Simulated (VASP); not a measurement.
Set up this calculation in VASP 6.6.1, as the native input.

| Item | Value |
| --- | --- |
| Task | single point |
| Functional | r2SCAN |
| Potentials or basis | VASP PAW PBE potentials, release 64 (Na_pv, H) |
| Cutoff | 520 eV |
| k mesh | 10 × 10 × 10 |
| Occupations | fermi-dirac, width 0.2 eV |
| Spin | no spin polarisation |
| Dipole correction | no |
| Further INCAR settings | ALGO = Normal; EDIFF = 1e-06; NBANDS = 11 |

Crystal: NaH.

```
Na H
1.0
     0.00000    2.47692    2.37958
     2.47692    0.00000    2.37958
     2.47692    2.47692    0.00000
Na H
1 1
Cartesian
  0.0000 0.0000 0.0000
  2.4769 2.4769 2.3796
```

This cell differs from its parent crystal: volume 14.599 Å^3 an atom, c/a of the conventional cell 0.9607.

The input as run:

POSCAR

```
NaH
1.0
    0.0000000000      2.4769188179      2.3795759083
    2.4769188179      0.0000000000      2.3795759083
    2.4769188179      2.4769188179      0.0000000000
Na H
1 1
Direct
    0.0000000000      0.0000000000      0.0000000000
    0.5000000000      0.5000000000      0.5000000000
```

INCAR.step1

```
  PREC = Accurate
  ENCUT = 520
  ISMEAR = -1
  SIGMA = 0.2
  LREAL = F
  LASPH = T
  NELM = 60
  NBANDS = 11
  GGA = PE
  ALGO = Normal
  EDIFF = 1E-4
  LWAVE = T
  LCHARG = F
```

INCAR.step2

```
  PREC = Accurate
  ENCUT = 520
  EDIFF = 1E-6
  ISMEAR = -1
  SIGMA = 0.2
  LREAL = F
  LASPH = T
  NELM = 60
  ALGO = Normal
  ISIF = 2
  LWAVE = F
  LCHARG = F
  METAGGA = R2SCAN
  LMIXTAU = T
  NBANDS = 11
  ISTART = 1
```

KPOINTS

```
Automatic mesh
0
Gamma
  10 10 10
```

Potentials or basis: VASP PAW PBE potentials, release 64 (Na_pv, H).

Run with:

```bash
$ cat potpaw_PBE.64/Na_pv/POTCAR potpaw_PBE.64/H/POTCAR > POTCAR
$ cp INCAR.step1 INCAR
$ mpirun -np 1 vasp_std > vasp.out
$ cp INCAR.step2 INCAR
$ mpirun -np 1 vasp_std > vasp.out
```

Results of the run:

| Property | Result |
| --- | --- |
| Pressure | -1.3 GPa |
| Band gap on the k mesh | 4.28 eV, indirect (least direct gap 5.13 eV) |

Caveat: the PAW data sets were made with another functional, which shifts forces and pressure a little.

It took 59 s on 1 thread of Intel(R) Xeon(R) 6975P-C (Granite Rapids) (shared host), peak memory 0.17 GiB.
